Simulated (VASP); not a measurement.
Here is a VASP 6.6.1 calculation.

File INCAR:

```
SYSTEM = TlCl
PREC = Accurate
ENCUT = 500
EDIFF = 1E-6
ISMEAR = 0
SIGMA = 0.01
LREAL = .FALSE.
LASPH = .TRUE.
NELM = 120
ALGO = Normal
ISIF = 2
LWAVE = .FALSE.
LCHARG = .FALSE.
GGA = PS
NBANDS = 17
GGA_COMPAT = .FALSE.
```

Contents of KPOINTS:

```
Automatic mesh
0
G
  4 4 4
  0 0 0
```

Contents of POSCAR:

```
TlCl
1.0
    3.8388256296      0.0000000000      0.0000000000
    0.0000000000      3.8388256296      0.0000000000
    0.0000000000      0.0000000000      3.8388256296
Tl Cl
1 1
Direct
    0.0000000000      0.0000000000      0.0000000000
    0.5000000000      0.5000000000      0.5000000000
```

Potentials or basis: VASP PAW PBE potentials, release 64 (Tl_d, Cl).

Run with:

```console
$ cat potpaw_PBE.64/Tl_d/POTCAR potpaw_PBE.64/Cl/POTCAR > POTCAR
$ mpirun -np 1 vasp_std > vasp.out
```

Task: Predict the pressure.

Result: -1.4 GPa.

Task: What does it give for the band gap on the k mesh?

Result: 1.94 eV.

Caveat: the PAW data sets were made with another functional, which shifts forces and pressure a little; spin-orbit coupling is left out, which moves the levels of the heavy elements. A k mesh can miss the band edges.
